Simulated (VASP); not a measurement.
A run of VASP 6.6.1 is set up as follows.

File INCAR:

```
PREC = Accurate
ENCUT = 520
EDIFF = 1E-7
ISMEAR = 0
SIGMA = 0.1
LREAL = False
LASPH = True
NELM = 100
ALGO = Fast
ISIF = 2
LWAVE = False
LCHARG = False
GGA = PE
NBANDS = 21
```

File KPOINTS:

```
Automatic mesh
0
Gamma
  10 10 10
```

File POSCAR:

```
K2Ni
1.0
    0.0000000000      3.9116023649      3.9116023649
    3.9116023649      0.0000000000      3.9116023649
    3.9116023649      3.9116023649      0.0000000000
K Ni
2 1
Direct
    0.7500000000      0.7500000000      0.7500000000
    0.2500000000      0.2500000000      0.2500000000
    0.0000000000      0.0000000000      0.0000000000
```

Potentials or basis: VASP PAW PBE potentials, release 64 (K_sv, Ni).

Command:

```sh
$ cat potpaw_PBE.64/K_sv/POTCAR potpaw_PBE.64/Ni/POTCAR > POTCAR
$ mpirun -np 1 vasp_std > vasp.out
```

(1) Estimate the band gap on the k mesh.

(2) What does it give for the pressure?

Results:

(1) zero (bands 14 and 15 overlap by 0.04 eV).

(2) 0.1 GPa.
